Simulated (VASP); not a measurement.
Set up this calculation in VASP 6.6.1, as the native input.

* Task: relaxation of cell and atoms
* Functional: LDA
* Potentials or basis: VASP PAW LDA potentials, release 64 (Mg, O)
* Cutoff: 600 eV
* k mesh: 8 × 8 × 8
* Occupations: gaussian, width 0.1 eV
* Spin: no spin polarisation
* Dipole correction: no
* Further INCAR settings: ALGO = Normal; EDIFF = 1e-07; IBRION = 2; EDIFFG = -0.05; NSW = 100; ISIF = 3

The structure of MgO (vib) lies in POSCAR:

```
MgO
1.0
    0.0000000000      2.1245000000      2.1245000000
    2.1245000000      0.0000000000      2.1245000000
    2.1245000000      2.1245000000      0.0000000000
Mg O
1 1
Direct
    0.0000000000      0.0000000000      0.0000000000
    0.5000000000      0.5000000000      0.5000000000
```

One way to write it, as run:

INCAR

```
  PREC = Accurate
  ENCUT = 600
  EDIFF = 1E-7
  ISMEAR = 0
  SIGMA = 0.1
  LREAL = F
  LASPH = T
  NELM = 100
  ALGO = Normal
  ISIF = 3
  LWAVE = F
  LCHARG = F
  IBRION = 2
  NSW = 100
  EDIFFG = -0.05
```

KPOINTS

```
regular mesh
0
Gamma
  8 8 8
```

Potentials or basis: VASP PAW LDA potentials, release 64 (Mg, O).

Run with:

```sh
$ cat potpaw_LDA.64/Mg/POTCAR potpaw_LDA.64/O/POTCAR > POTCAR
$ mpirun -np 1 vasp_std > vasp.out
```

Results of the run:

- Relaxed volume: 8.89 Å³/atom
- Relaxed cell: a = 2.930 Å, b = 2.930 Å, c = 2.930 Å, α = 60.00°, β = 60.00°, γ = 60.00°
- Space group after relaxing (to 0.05 Å): Fm-3m (No. 225)
- Energy gained by relaxing: 26.9 meV/atom
- Ionic steps: 3
- Pressure after relaxing: 0.0 GPa
- Band gap on the k mesh: 5.16 eV, direct

Wall time 5.3 s on 1 thread of Intel(R) Xeon(R) Platinum 8488C (Sapphire Rapids), on a shared host, peak memory 0.14 GiB.
